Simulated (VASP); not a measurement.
Here is a VASP 6.6.1 calculation.

File INCAR:

```
SYSTEM = Si32PC30
PREC = Accurate
ENCUT = 520
EDIFF = 1E-6
ISMEAR = 0
SIGMA = 0.05
LREAL = Auto
LASPH = .TRUE.
NELM = 150
ALGO = Normal
ISIF = 2
LWAVE = .FALSE.
LCHARG = .FALSE.
ISPIN = 2
MAGMOM = 0 0 0 0 0 0 0 0 0 0 0 0 0 0 0 0 0 0 0 0 0 0 0 0 0 0 0 0 0 0 0 0 0 0 0 0 0 0 0 0 0 0 0 0 0 0 0 0 0 0 0 0 0 0 0 0 0 0 0 0 0 0 0
LORBIT = 11
GGA = PE
NBANDS = 168
```

File KPOINTS:

```
Automatic mesh
0
G
  1 1 1
  0 0 0
```

File POSCAR:

```
Si32PC30
1.0
    8.7079860000      0.0000000000      0.0000000000
    0.0000000000      8.7079860000      0.0000000000
    0.0000000000      0.0000000000      8.7079860000
Si C P
32 30 1
Direct
    0.6277606556      0.1220851756      0.1208497579
    0.8758529240      0.3734638526      0.1259023613
    0.8750821372      0.1223008397      0.3757638104
    0.1215964288      0.1249766594      0.1244186658
    0.3844745501      0.3653695585      0.0819812985
    0.6248674493      0.6282454979      0.1244177471
    0.8757473887      0.8740939639      0.1230832250
    0.3709196363      0.1184952525      0.3825310468
    0.6313281854      0.3789065577      0.3825114096
    0.8764571969      0.6256261781      0.3761086662
    0.6244953770      0.1253479278      0.6282813270
    0.8737821811      0.3743377631      0.6265522246
    0.8754944025      0.1235978101      0.8752633502
    0.1139318552      0.6359108754      0.1108831594
    0.3763793373      0.8739885434      0.1259031652
    0.1059236889      0.3529199519      0.3942543086
    0.3969222045      0.6439222571      0.3942560312
    0.6275453360      0.8747574927      0.3757631213
    0.1231270928      0.1191312205      0.6290937996
    0.3764250425      0.3734161952      0.6298844532
    0.6307105914      0.6267116185      0.6290913881
    0.8767510651      0.8730884501      0.6259109741
    0.3761962869      0.1215707053      0.8707104031
    0.6282743220      0.3736444914      0.8707082212
    0.8756603421      0.6265377551      0.8743059532
    0.1242112700      0.8733809402      0.3761099294
    0.1237065609      0.6261343323      0.6251159568
    0.3755009482      0.8760541186      0.6265581961
    0.1193556122      0.3756704478      0.8700098967
    0.3741694118      0.6304852810      0.8700093225
    0.6262446908      0.8743467204      0.8752633502
    0.1233062387      0.8741804362      0.8743071016
    0.4985120555      0.0006028949      0.0011642187
    0.7492422473      0.2513303306      0.0011623813
    0.7492610806      0.0005826835      0.2510606930
   -0.0003206252     -0.0007429961     -0.0000188333
    0.2432982782      0.2429008269     -0.0097239476
    0.5069425927      0.5065431892     -0.0097275076
    0.7505849229      0.7501633558     -0.0000190630
    0.2515373819      0.0024911616      0.2488784433
    0.7473485832      0.4983021332      0.2488768356
    0.5027772208      0.0016435488      0.5005027569
    0.7481918322      0.2470652801      0.5004986228
    0.7505347390     -0.0006931568      0.7505834300
   -0.0027444922      0.4985426022     -0.0017551705
    0.2513010471      0.7525864189     -0.0017542518
   -0.0042013159      0.2454534263      0.2497208884
    0.5043907971      0.7540439316      0.2497206587
    0.0002147454     -0.0017572376      0.5001777679
    0.2524265657      0.2451331456      0.5069374250
    0.5047063695      0.4974119159      0.5069346689
    0.7515992791      0.7496239659      0.5001776530
    0.2501248854     -0.0032735468      0.7506059380
    0.5004764592      0.2493652378      0.7513400917
    0.7531171961      0.4997171562      0.7506038710
   -0.0000837163      0.7499233462      0.2499534335
   -0.0028121313      0.4993917078      0.5026721449
    0.2504476925      0.7526538283      0.5026742119
   -0.0019418956      0.2480916942      0.7474560708
    0.2491447506      0.5006953387      0.7495253208
    0.5017508067      0.7517808366      0.7474573340
    0.0005653431      0.7492775023      0.7500812473
    0.2615155789      0.4883294484      0.2555135022
```

Potentials or basis: VASP PAW PBE potentials, release 64 (Si, C, P).

The run is started by

```bash
$ cat potpaw_PBE.64/Si/POTCAR potpaw_PBE.64/C/POTCAR potpaw_PBE.64/P/POTCAR > POTCAR
$ mpirun -np 1 vasp_gam > vasp.out
```

Q: What does it give for the pressure?

A: 6.9 GPa.

Q: Predict the net moment.

A: 0.00 μB per cell.

Q: Predict the largest force.

A: 1.232 eV/Å.

Forces in eV/Å, atoms in the order of the input:
```
Si  -0.083  0.084 -0.069
Si   0.063 -0.021  0.008
Si   0.006  0.016 -0.046
Si  -0.034  0.009  0.029
Si   0.729 -0.729  0.675
Si  -0.010  0.036  0.031
Si  -0.036  0.036  0.028
Si  -0.127 -0.127  0.005
Si   0.124  0.127  0.007
Si   0.014  0.030 -0.022
Si  -0.015  0.017  0.042
Si   0.018 -0.009  0.060
Si   0.049  0.024 -0.043
Si  -0.188  0.188 -0.046
Si   0.019 -0.066  0.008
Si   0.012  0.069 -0.082
Si  -0.069 -0.012 -0.080
Si  -0.016 -0.006 -0.048
Si   0.009  0.051 -0.012
Si   0.021 -0.024  0.016
Si  -0.056 -0.007 -0.014
Si   0.010 -0.010  0.027
Si   0.003  0.032 -0.021
Si  -0.031 -0.008 -0.020
Si   0.008  0.022 -0.061
Si  -0.031 -0.016 -0.021
Si  -0.008  0.008  0.055
Si   0.007 -0.019  0.058
Si   0.055 -0.009  0.021
Si   0.006 -0.058  0.022
Si  -0.023 -0.049 -0.046
Si  -0.022 -0.010 -0.060
C   -0.025 -0.044 -0.034
C    0.039  0.030 -0.034
C   -0.076  0.071 -0.012
C    0.010 -0.005 -0.011
C    0.058  0.065  0.114
C   -0.064 -0.058  0.109
C    0.011 -0.005 -0.012
C   -0.029 -0.085 -0.043
C    0.067  0.039 -0.045
C    0.009  0.005  0.005
C   -0.006 -0.005  0.005
C   -0.002  0.002  0.005
C    0.010  0.015 -0.039
C   -0.016 -0.009 -0.034
C    0.014 -0.027  0.003
C    0.010  0.007  0.003
C   -0.008  0.022  0.002
C    0.031  0.045 -0.090
C   -0.060 -0.015 -0.091
C   -0.012  0.007  0.002
C   -0.006  0.057 -0.004
C   -0.005  0.001 -0.002
C   -0.041  0.009 -0.007
C   -0.077  0.074  0.023
C   -0.015  0.003  0.029
C   -0.005  0.018  0.017
C    0.068  0.015 -0.003
C    0.018 -0.021  0.016
C   -0.020 -0.063 -0.001
C   -0.001 -0.003 -0.016
P   -0.284  0.281 -0.256
```

Caveat: the k points lie up to 0.72 Å⁻¹ apart; no moment was typed at the start, so none could form.
